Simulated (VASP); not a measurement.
Input of a VASP 6.6.1 run:

File INCAR:

```
SYSTEM = MnS
PREC = Accurate
ENCUT = 520
EDIFF = 1E-6
ISMEAR = 0
SIGMA = 0.1
LREAL = .FALSE.
LASPH = .TRUE.
NELM = 150
ALGO = Normal
ISIF = 2
LWAVE = .FALSE.
LCHARG = .TRUE.
ISPIN = 2
MAGMOM = 4.04 0
LORBIT = 11
LMAXMIX = 4
GGA = PS
LELF = .TRUE.
LVHAR = .TRUE.
NBANDS = 20
```

The input KPOINTS:

```
regular mesh
0
G
  14 14 14
  0 0 0
```

Contents of POSCAR:

```
MnS
1.0
    0.0000000000      2.3923588042      2.3923588042
    2.3923588042      0.0000000000      2.3923588042
    2.3923588042      2.3923588042      0.0000000000
Mn S
1 1
Direct
    0.0000000000      0.0000000000      0.0000000000
    0.5000000000      0.5000000000      0.5000000000
```

Potentials or basis: VASP PAW PBE potentials, release 64 (Mn_pv, S).

Launch:

```bash
$ cat potpaw_PBE.64/Mn_pv/POTCAR potpaw_PBE.64/S/POTCAR > POTCAR
$ mpirun -np 1 vasp_std > vasp.out
```

Q: What does it give for the net moment?

A: 3.70 μB per cell.

Q: Estimate the pressure.

A: 7.7 GPa.

Q: What does it give for the site moments?

A: Mn +3.45; S +0.05 μB.

Caveat: the PAW data sets were made with another functional, which shifts forces and pressure a little; a cell with one magnetic atom can't hold antiferromagnetic order, which such compounds often take.
